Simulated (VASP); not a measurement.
Write the native input for VASP 6.6.1 that does the following.

```
Task                   : single point
Functional             : PBEsol
Potentials or basis    : VASP PAW PBE potentials, release 64 (Rb_sv, Br)
Cutoff                 : 500 eV
k mesh                 : 6 × 6 × 6
Occupations            : gaussian, width 0.01 eV
Spin                   : no spin polarisation
Dipole correction      : no
Further INCAR settings : ALGO = Normal; EDIFF = 1e-06; NBANDS = 15
```

The structure of RbBr lies in POSCAR:

```
RbBr
1.0
    0.0000000000      3.4221230714      3.4221230714
    3.4221230714      0.0000000000      3.4221230714
    3.4221230714      3.4221230714      0.0000000000
Rb Br
1 1
Direct
    0.0000000000      0.0000000000      0.0000000000
    0.5000000000      0.5000000000      0.5000000000
```

The input as run:

INCAR

```
SYSTEM = RbBr
PREC = Accurate
ENCUT = 500
EDIFF = 1E-6
ISMEAR = 0
SIGMA = 0.01
LREAL = .FALSE.
LASPH = .TRUE.
NELM = 120
ALGO = Normal
ISIF = 2
LWAVE = .FALSE.
LCHARG = .TRUE.
GGA = PS
LELF = .TRUE.
LVHAR = .TRUE.
NBANDS = 15
GGA_COMPAT = .FALSE.
```

KPOINTS

```
Automatic mesh
0
G
  6 6 6
  0 0 0
```

Potentials or basis: VASP PAW PBE potentials, release 64 (Rb_sv, Br).

The run is started by

```bash
$ cat potpaw_PBE.64/Rb_sv/POTCAR potpaw_PBE.64/Br/POTCAR > POTCAR
$ mpirun -np 1 vasp_std > vasp.out
```

Results of the run:

* Pressure: 0.0 GPa
* Band gap on the k mesh: 4.22 eV, direct

Caveat: the PAW data sets were made with another functional, which shifts forces and pressure a little.

Wall time 11 s on 1 thread of Intel(R) Xeon(R) Platinum 8488C (Sapphire Rapids), on a shared host, peak memory 0.21 GiB.
